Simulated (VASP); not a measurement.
A run of VASP 6.6.1 is set up as follows.

The input INCAR:

```
  PREC = Accurate
  ENCUT = 500
  EDIFF = 1E-6
  ISMEAR = 0
  SIGMA = 0.1
  LREAL = False
  LASPH = True
  NELM = 120
  ALGO = Normal
  ISIF = 2
  LWAVE = False
  LCHARG = False
  GGA = PE
  NBANDS = 18
  GGA_COMPAT = False
```

Contents of KPOINTS:

```
Automatic mesh
0
Gamma
  16 16 16
```

Contents of POSCAR:

```
Au
1.0
    3.4333613999      0.0000000000      0.0000000000
    0.0000000000      3.4333613999      0.0000000000
    0.0000000000      0.0000000000      3.0484966432
Au
2
Direct
    0.0000000000      0.0000000000      0.0000000000
    0.5000000000      0.5000000000      0.5000000000
```

Potentials or basis: VASP PAW PBE potentials, release 64 (Au).

Run with:

```console
$ cat potpaw_PBE.64/Au/POTCAR > POTCAR
$ mpirun -np 1 vasp_std > vasp.out
```

Task: Estimate the band gap on the k mesh.

Result: Zero (bands 11 and 12 overlap by 5.54 eV).

Task: Estimate the pressure.

Result: 0.4 GPa.

Stress tensor (GPa, compression positive):
```
 0.72  0.00  0.00
 0.00  0.72  0.00
 0.00  0.00 -0.23
```

Caveat: the cell differs from its parent crystal (biaxial strain in the a-b plane: +4.0 %, then relaxed in part); spin-orbit coupling is left out, which moves the levels of the heavy elements.
